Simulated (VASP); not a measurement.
# BN (F-43m) in VASP: a series of runs, part 2 of 2

VASP 6.6.1. The steps go on from the part before.

### 3 Single point, r2SCAN

The input, POSCAR:

```
BN
1.0
    0.0000000000      1.8075000000      1.8075000000
    1.8075000000      0.0000000000      1.8075000000
    1.8075000000      1.8075000000      0.0000000000
B N
1 1
Direct
    0.0000000000      0.0000000000      0.0000000000
    0.7500000000      0.7500000000      0.7500000000
```

The input, INCAR.step1:

```
ALGO     = Normal         # electronic algorithm
EDIFF    = 1E-5           # SCF threshold, eV
ENCUT    = 660            # plane-wave cutoff, eV
GGA      = PE             # functional
GGA_COMPAT= False        
ISMEAR   = -1             # smearing method
LASPH    = True           # aspherical terms in the spheres
LCHARG   = False          # write CHGCAR
LREAL    = False          # projectors in reciprocal space
LWAVE    = True           # write WAVECAR
NBANDS   = 11             # bands
NELM     = 120            # most SCF steps
PREC     = Accurate       # precision mode
SIGMA    = 0.1            # smearing width, eV
```

The input, INCAR.step2:

```
ALGO     = Normal         # electronic algorithm
EDIFF    = 1E-6           # SCF threshold, eV
ENCUT    = 660            # plane-wave cutoff, eV
GGA_COMPAT= False        
ISIF     = 2              # what is computed and relaxed
ISMEAR   = -1             # smearing method
ISTART   = 1            
LASPH    = True           # aspherical terms in the spheres
LCHARG   = True           # write CHGCAR
LELF     = True           # ELF
LMIXTAU  = True         
LREAL    = False          # projectors in reciprocal space
LVHAR    = True         
LWAVE    = False          # write WAVECAR
METAGGA  = R2SCAN         # meta-GGA
NBANDS   = 11             # bands
NELM     = 120            # most SCF steps
PREC     = Accurate       # precision mode
SIGMA    = 0.1            # smearing width, eV
```

The input, KPOINTS:

```
k-points
0
Gamma
  6 6 6
```

Potentials or basis: VASP PAW PBE potentials, release 64 (B, N).

Launch:

```
cat potpaw_PBE.64/B/POTCAR potpaw_PBE.64/N/POTCAR > POTCAR
cp INCAR.step1 INCAR
mpirun -np 1 vasp_std > vasp.out
cp INCAR.step2 INCAR
mpirun -np 1 vasp_std > vasp.out
```

OUTCAR:

```text
EDIFF = 1E-6
   ENCUT = 660
   ISIF = 2
   ISMEAR = -1
   ISTART = 1
   LASPH = True
   LREAL = False
   METAGGA = R2SCAN
   NELM = 120
   PREC = Accurate

 ion  position               nearest neighbor table
   1  0.000  0.000  0.000-   2 1.57   2 1.57   2 1.57   2 1.57
   2  0.750  0.750  0.750-   1 1.57   1 1.57   1 1.57   1 1.57

  LATTYP: Found a face centered cubic cell.
 ALAT       =     3.6150000000

  Lattice vectors:

[... 399 lines left out ...]

------------------------ aborting loop because EDIFF is reached ----------------------------------------

  FORCE on cell =-STRESS in cart. coord.  units (eV):
  Direction    XX          YY          ZZ          XY          YZ          ZX
  --------------------------------------------------------------------------------------
  -------------------------------------------------------------------------------------
  Total       -0.0365746     -0.0365746     -0.0365746     -0.0000000      0.0000000      0.0000000
  in kB       -4.9616428     -4.9616428     -4.9616428     -0.0000000      0.0000000      0.0000000
  external PRESSURE =      -4.9616428 kB  Pullay stress =       0.0000000 kB

 VOLUME and BASIS-vectors are now :
 -----------------------------------------------------------------------------
  energy-cutoff  :      660.00
  volume of cell :       11.81
      direct lattice vectors                 reciprocal lattice vectors
     0.000000000  1.807500000  1.807500000    -0.276625173  0.276625173  0.276625173
     1.807500000  0.000000000  1.807500000     0.276625173 -0.276625173  0.276625173
     1.807500000  1.807500000  0.000000000     0.276625173  0.276625173 -0.276625173

 POSITION                                       TOTAL-FORCE (eV/Angst)
 -----------------------------------------------------------------------------------
      0.00000      0.00000      0.00000         0.000000      0.000000      0.000000
      2.71125      2.71125      2.71125        -0.000000     -0.000000     -0.000000
 -----------------------------------------------------------------------------------
    total drift:                               -0.000000     -0.000000     -0.000000

  FREE ENERGIE OF THE ION-ELECTRON SYSTEM (eV)
  ---------------------------------------------------
  free  energy   TOTEN  =       -19.1710251537 eV

  energy  without entropy=      -19.1710251536  energy(sigma->0) =      -19.17102515
```

OSZICAR.step1:

```text
N       E                     dE             d eps       ncg     rms          rms(c)
DAV:   1     0.204248949787E+02    0.20425E+02   -0.58352E+03   352   0.879E+02
DAV:   2    -0.176156592500E+02   -0.38041E+02   -0.35698E+02   416   0.210E+02
DAV:   3    -0.184201362124E+02   -0.80448E+00   -0.80315E+00   424   0.256E+01
DAV:   4    -0.184212496810E+02   -0.11135E-02   -0.11134E-02   385   0.111E+00
DAV:   5    -0.184212508046E+02   -0.11236E-05   -0.11237E-05   415   0.346E-02    0.668E+00
DAV:   6    -0.175382813218E+02    0.88297E+00   -0.29672E+00   428   0.109E+01    0.324E+00
DAV:   7    -0.174661043558E+02    0.72177E-01   -0.97478E-02   382   0.266E+00    0.190E+00
DAV:   8    -0.174517701201E+02    0.14334E-01   -0.36158E-02   391   0.141E+00    0.193E-01
DAV:   9    -0.174519672227E+02   -0.19710E-03   -0.87328E-04   364   0.262E-01    0.820E-02
DAV:  10    -0.174520533399E+02   -0.86117E-04   -0.11819E-04   394   0.102E-01    0.155E-02
DAV:  11    -0.174520583505E+02   -0.50106E-05   -0.78292E-06   352   0.243E-02
   1 F= -.17452058E+02 E0= -.17452058E+02  d E =-.177429E-09
```

It took 36 s on 1 thread of AMD EPYC 7R43 (Zen 3), shared host; peak memory 0.1 GiB.

Results:

```yaml
Free_energy: -19.1710 eV
Pressure: -0.5 GPa
Band_gap_on_the_k_mesh: 4.97 eV (least direct gap 9.52 eV)
```

Levels at points of the mesh, in eV from the valence-band top:
| k point | band 2 | band 3 | band 4 | band 5 | band 6 | band 7 |
| --- | --- | --- | --- | --- | --- | --- |
| (0.00, 0.00, 0.00) | 0.00 | 0.00 | 0.00 | 9.52 | 9.52 | 9.52 |
| (0.50, 0.00, 0.00) | -11.08 | -2.02 | -2.02 | 10.79 | 11.47 | 11.47 |
| (0.50, 0.50, 0.00) | -9.32 | -5.10 | -5.10 | 4.97 | 9.81 | 19.26 |

Caveat: the k points lie up to 0.50 Å⁻¹ apart; the PAW data sets were made with another functional, which shifts forces and pressure a little. A k mesh can miss the band edges.

### 4 Single point, PBE0

POSCAR is that of step 3.

The input, INCAR.step1:

```
  PREC = Accurate
  ENCUT = 520
  EDIFF = 1E-5
  ISMEAR = -1
  SIGMA = 0.1
  LREAL = False
  LASPH = True
  NELM = 120
  ALGO = Normal
  ISIF = 2
  LWAVE = True
  LCHARG = False
  NBANDS = 11
  GGA = PE
  GGA_COMPAT = False
```

The input, INCAR.step2:

```
  PREC = Accurate
  ENCUT = 520
  EDIFF = 1E-6
  ISMEAR = -1
  SIGMA = 0.1
  LREAL = False
  LASPH = True
  NELM = 120
  ALGO = Normal
  ISIF = 2
  LWAVE = False
  LCHARG = False
  GGA = PE
  LHFCALC = True
  AEXX = 0.25
  PRECFOCK = Normal
  NBANDS = 11
  ISTART = 1
  GGA_COMPAT = False
```

The input, KPOINTS:

```
Automatic mesh
0
Gamma
  6 6 6
```

Launch:

```
cat potpaw_PBE.64/B/POTCAR potpaw_PBE.64/N/POTCAR > POTCAR
cp INCAR.step1 INCAR
mpirun -np 1 vasp_std > vasp.out
cp INCAR.step2 INCAR
mpirun -np 1 vasp_std > vasp.out
```

Run time: 4.6 min. Hardware: 1 thread of AMD EPYC 7R43 (Zen 3), shared host; peak memory 0.08 GiB.

The run converged. Its results:

| Property | Result |
| --- | --- |
| Free energy | -21.2861 eV |
| Pressure | -5.6 GPa |
| Band gap on the k mesh | 6.57 eV (least direct gap 11.34 eV) |

Levels at points of the mesh, in eV from the valence-band top:
```
           k point  band 2  band 3  band 4  band 5  band 6  band 7
(0.00, 0.00, 0.00)    0.00    0.00    0.00   11.34   11.34   11.34
(0.50, 0.00, 0.00)  -11.66   -2.11   -2.11   12.64   13.31   13.31
(0.50, 0.50, 0.00)   -9.79   -5.32   -5.32    6.57   11.53   21.26
```

Caveat: the k points lie up to 0.50 Å⁻¹ apart; the PAW data sets were made with another functional, which shifts forces and pressure a little.

### 5 Summary

```csv
level,cutoff (eV),grid for exact exchange (PRECFOCK),share of exact exchange,gap on the mesh (eV),pressure (GPa)
PBE,600,-,-,4.46,3.1
r2SCAN,660,-,-,4.97,-0.5
PBE0,520,Normal,0.25,6.57,-5.6
```

Alike in all rows: task single point; potentials or basis VASP PAW PBE potentials, release 64 (B, N); no spin polarisation; cell as given; k mesh 6 × 6 × 6; smearing fermi-dirac 0.1 eV.

Caveats: all runs use coarse meshes; the PAW data sets were made with another functional, which shifts forces and pressure a little (at least some runs).

Absolute energies hang on the potentials; compare differences alone.
